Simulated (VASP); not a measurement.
The system is Sb.

```xyz
1
Lattice="-1.5765 1.5765 2.7119 1.5765 -1.5765 2.7119 1.5765 1.5765 -2.7119" Properties=species:S:1:pos:R:3 pbc="T T T"
Sb    0.0000    0.0000    0.0000
```

Base run:

```yaml
Program: VASP 6.6.1
Functional: PBEsol
Potentials_or_basis: VASP PAW PBE potentials, release 64 (Sb)
Cutoff: 500 eV
k_mesh: 11 × 11 × 11
Occupations: fermi-dirac, width 0.05 eV
Spin: no spin polarisation
```

Its results: band gap on the k mesh zero (an odd number of electrons rules out a gap without spin polarisation); pressure -1.4 GPa.

The run is repeated on the same cell with these changes: functional from PBEsol to LDA; potentials or basis from VASP PAW PBE potentials, release 64 (Sb) to VASP PAW LDA potentials, release 64 (Sb). What comes out?

Band gap on the k mesh zero (an odd number of electrons rules out a gap without spin polarisation); pressure -2.4 GPa.

Caveats: spin-orbit coupling is left out, which moves the levels of the heavy elements; the PAW data sets were made with another functional, which shifts forces and pressure a little (at least some runs).
